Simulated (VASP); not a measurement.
## SnSe: relaxation of the atoms with PBE

The system is SnSe.

```xyz
2
Lattice="0.0000 3.0496 3.0496 3.0496 0.0000 3.0496 3.0496 3.0496 0.0000" Properties=species:S:1:pos:R:3 pbc="T T T"
Sn    0.0000    0.0000    0.0000
Se    3.0496    3.0496    3.0496
```

* Program: VASP 6.6.1
* Task: relaxation of the atoms
* Functional: PBE
* Potentials or basis: VASP PAW PBE potentials, release 64 (Sn_d, Se)
* Cutoff: 450 eV
* k mesh: 13 × 13 × 13
* Occupations: fermi-dirac, width 0.02 eV
* Spin: no spin polarisation
* Dipole correction: no
* Further INCAR settings: ALGO = Normal; EDIFF = 1e-07; IBRION = 2; EDIFFG = -0.02; NSW = 80

```yaml
Pressure_after_relaxing: -0.8 GPa
```

Final structure:
```
Sn Se
1.0
     0.00000    3.04961    3.04961
     3.04961    0.00000    3.04961
     3.04961    3.04961    0.00000
Sn Se
1 1
Cartesian
  0.0000 0.0000 0.0000
  3.0496 3.0496 3.0496
```

Levels at points of the mesh, in eV from the Fermi level:
```csv
k point,band 6,band 7,band 8,band 9,band 10,band 11,band 12,band 13,band 14
"(0.00, 0.00, 0.00)",-13.77,-5.36,-2.24,-2.24,-2.24,4.00,4.00,4.00,5.74
```

Wall time 87 s on 1 thread of Intel Xeon 8259CL, with other jobs on the host, peak memory 0.21 GiB.

Caveat: the relaxation stopped at its first step, so nothing moved; this odd mesh misses L, so gap, dielectric constants and Born charges aren't listed; spin-orbit coupling is left out, which moves the levels of the heavy elements.
